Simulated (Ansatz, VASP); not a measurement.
**One calculation of CdS, two programs**

Contents of INCAR:

```
PREC = Accurate
ENCUT = 520
EDIFF = 1E-8
ISMEAR = -1
SIGMA = 0.01
LREAL = F
LASPH = T
NELM = 80
ALGO = Normal
ISIF = 2
LWAVE = F
LCHARG = F
GGA = PS
LEFG = T
NBANDS = 26
```

The input KPOINTS:

```
Automatic mesh
0
Gamma
  7 7 4
```

File POSCAR:

```
CdS
1.0
    4.1070480370      0.0000000000      0.0000000000
   -2.0535240185      3.5568079346      0.0000000000
    0.0000000000      0.0000000000      6.7037033332
Cd S
2 2
Direct
    0.3333333333      0.6666666667      0.0000000000
    0.6666666667      0.3333333333      0.5000000000
    0.3333333333      0.6666666667      0.3850000000
    0.6666666667      0.3333333333      0.8850000000
```

Input for Ansatz:

```yaml
crystal:
  lattice:
    - [4.107048037, 0.0, 0.0]
    - [-2.0535240185, 3.5568079346, 0.0]
    - [0.0, 0.0, 6.7037033332]
  atoms:
    - { symbol: Cd, position: [0.3333333333, 0.6666666667, 0.0] }
    - { symbol: Cd, position: [0.6666666667, 0.3333333333, 0.5] }
    - { symbol: S, position: [0.3333333333, 0.6666666667, 0.385] }
    - { symbol: S, position: [0.6666666667, 0.3333333333, 0.885] }
kpoints:
  mp_grid: { grid: [7, 7, 4] }
scf:
  occupations: { method: fermi_dirac, width: 0.01 }
hamiltonian:
  xc: pbesol
  pseudopotentials: { kind: all_electron, datasets: crystal }
output:
  forces: true
  stress: true
  eigenvalues: true
  efg: { contact_densities: true }
```

Change from the starting cell: volume scaled by 0.98, crystal datasets.

Alike in both runs: task electric field gradients; functional PBEsol; k mesh 7 × 7 × 4; occupations fermi-dirac, width 0.01 eV; no spin polarisation.

|  | VASP | Ansatz |
| --- | --- | --- |
| version | VASP 6.6.1 | Ansatz 0.2.0 |
| potentials or method | VASP PAW PBE potentials, release 64 (Cd, S), cutoff 520 eV | all-electron PAW with datasets made for the crystal, scalar-relativistic |

```tsv
	VASP	Ansatz	Ansatz less VASP
gap on the k mesh at the Fermi level (eV)	1.13	1.13	-0.005
pressure (GPa)	1.1	0.7	-0.40
traceless stress, the component that is largest in VASP (GPa)	-1.61	-1.55	+0.059
rms of the force components (eV/Å)	0.160	0.154	-0.0054
size of Vzz on the site where it differs most (V/Å²)	36.2	32.7	-3.59
```

VASP's potentials were made for PBE, not for PBEsol. Atom by atom the forces differ by 0.005 eV/Å (rms over components). Ansatz ran all-electron here, and VASP with PAW potentials.
